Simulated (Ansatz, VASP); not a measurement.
# Two plane-wave programs on Ta2N

INCAR

```
PREC     = Accurate       # precision mode
ENCUT    = 520            # plane-wave cutoff, eV
EDIFF    = 1E-6           # SCF threshold, eV
ISMEAR   = 0              # smearing method
SIGMA    = 0.15           # smearing width, eV
LREAL    = F              # projectors in reciprocal space
LASPH    = T              # aspherical terms in the spheres
NELM     = 100            # most SCF steps
ALGO     = Normal         # electronic algorithm
ISIF     = 2              # what is computed and relaxed
LWAVE    = F              # write WAVECAR
LCHARG   = F              # write CHGCAR
NBANDS   = 50             # bands
```

Contents of KPOINTS:

```
Automatic mesh
0
Gamma
  9 9 8
```

The input POSCAR:

```
Ta2N
1.0
    5.3378662704      0.0000000000      0.0000000000
   -2.6689331352      4.6227277921      0.0000000000
    0.0000000000      0.0000000000      4.6861127988
Ta N
6 3
Direct
    0.7147405334      0.7147405334      0.7526041962
    0.0000000000      0.2852594666      0.7526041962
    0.2852594666      0.0000000000      0.7526041962
    0.2852594666      0.2852594666      0.2473958038
    0.0000000000      0.7147405334      0.2473958038
    0.7147405334      0.0000000000      0.2473958038
    0.6666666667      0.3333333333      0.5000000000
    0.3333333333      0.6666666667      0.5000000000
    0.0000000000      0.0000000000      0.0000000000
```

Input for Ansatz:

```yaml
crystal:
  lattice:
    - [5.3378662704, 0.0, 0.0]
    - [-2.6689331352, 4.6227277921, 0.0]
    - [0.0, 0.0, 4.6861127988]
  atoms:
    - { symbol: Ta, position: [0.7147405334, 0.7147405334, 0.7526041962] }
    - { symbol: Ta, position: [0.0, 0.2852594666, 0.7526041962] }
    - { symbol: Ta, position: [0.2852594666, 0.0, 0.7526041962] }
    - { symbol: Ta, position: [0.2852594666, 0.2852594666, 0.2473958038] }
    - { symbol: Ta, position: [0.0, 0.7147405334, 0.2473958038] }
    - { symbol: Ta, position: [0.7147405334, 0.0, 0.2473958038] }
    - { symbol: "N", position: [0.6666666667, 0.3333333333, 0.5] }
    - { symbol: "N", position: [0.3333333333, 0.6666666667, 0.5] }
    - { symbol: "N", position: [0.0, 0.0, 0.0] }
basis:
  ecutwfc: 520.0
kpoints:
  mp_grid: { grid: [9, 9, 8] }
hamiltonian:
  xc: lda
  pseudopotentials: { kind: paw, azcp: { folder: soft_1 } }
scf:
  occupations: { method: gaussian, width: 0.15 }
output:
  forces: true
  stress: true
  eigenvalues: true
```

Alike in both runs: task single point; functional LDA; k mesh 9 × 9 × 8; occupations gaussian, width 0.15 eV; no spin polarisation.

|  | VASP | Ansatz |
| --- | --- | --- |
| version | VASP 6.6.1 | Ansatz 0.2.0 |
| potentials or method | VASP PAW LDA potentials, release 64 (Ta_pv, N), cutoff 520 eV | scalar-relativistic, plane waves, PAW |
| valence electrons in the cell | 81 | 93 |

|  | VASP | Ansatz | Ansatz less VASP |
| --- | --- | --- | --- |
| gap on the k mesh at the Fermi level (eV) | none | none | - |
| rms of the force components (eV/Å) | 4.589 | 4.537 | -0.0524 |

Ansatz warns that its potentials were made for another functional, while VASP's fit it. LDA's correlation is that of Perdew and Zunger in VASP and of Perdew and Wang (1992) in Ansatz. Atom by atom the forces differ by 0.053 eV/Å (rms over components). A gap of «none» marks a metal or a gap that the smearing closes. VASP's potentials hold 81 valence electrons a cell and Ansatz's 93, so a difference there can come from the potentials and not from the codes.

Spin-orbit coupling is off throughout.
